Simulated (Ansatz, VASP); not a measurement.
## Bi in VASP and in Ansatz

```
Bi
1.0
    -4.59808    4.59808    1.43056
     4.59808   -4.59808    1.43056
     4.59808    4.59808   -1.43056
Bi
1
Direct
  0.00000 0.00000 0.00000
```

Change from the starting cell: strain +0.080 along x and y, +0.000 along z, atoms carried along.

Alike in both runs: task single point; functional PBE; dispersion D3(BJ); k mesh 10 × 10 × 10; occupations gaussian, width 0.05 eV; no spin polarisation.

```csv
,VASP,Ansatz
version,VASP 6.6.1,Ansatz 0.2.0
potentials or method,"VASP PAW PBE potentials, release 64 (Bi_d), cutoff 520 eV","scalar-relativistic, plane waves, PAW"
valence electrons in the cell,15,15
```

Ansatz gave:

* gap on the k mesh at the Fermi level (eV): none
* pressure (GPa): 0.0
* traceless stress, the component that is largest in VASP (GPa): 0.49

Q: What did VASP give for the same quantities?

A: gap on the k mesh at the Fermi level (eV): none; pressure (GPa): 0.0; traceless stress, the component that is largest in VASP (GPa): 0.45.

A gap of «none» marks a metal or a gap that the smearing closes.

Spin-orbit coupling is off throughout.
